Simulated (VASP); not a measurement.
**Sn: single point with r2SCAN**

Crystal: Sn.

```
Sn
1.0
     0.00000    3.28310    3.28310
     3.28310    0.00000    3.28310
     3.28310    3.28310    0.00000
Sn
2
Cartesian
  3.2831 3.2831 3.2831
  4.9247 4.9247 4.9247
```

This isn't the form of Sn at room conditions, which is tetragonal (white tin).

```
Program             : VASP 6.6.1
Task                : single point
Functional          : r2SCAN
Potentials or basis : VASP PAW PBE potentials, release 64 (Sn_d)
Cutoff              : 520 eV
k mesh              : 12 × 12 × 12
Occupations         : gaussian, width 0.1 eV
Spin                : no spin polarisation
```

```yaml
Pressure: 0.0 GPa
Band_gap_on_the_k_mesh: zero (filled and empty bands touch)
```

Levels at points of the mesh, in eV from the Fermi level:
```csv
k point,band 11,band 12,band 13,band 14,band 15,band 16,band 17,band 18
"(0.00, 0.00, 0.00)",-10.89,-0.62,0.00,0.00,0.00,2.22,2.22,2.22
"(0.50, 0.00, 0.00)",-9.25,-6.46,-1.21,-1.21,0.06,3.35,3.35,5.96
"(0.50, 0.50, 0.00)",-7.74,-7.74,-2.56,-2.56,0.96,0.96,7.93,7.93
```

It took 5.8 min on 1 thread of AMD EPYC 7R13 Processor (Zen 3) (shared host), peak memory 0.24 GiB.

Caveat: the PAW data sets were made with another functional, which shifts forces and pressure a little; spin-orbit coupling is left out, which moves the levels of the heavy elements.
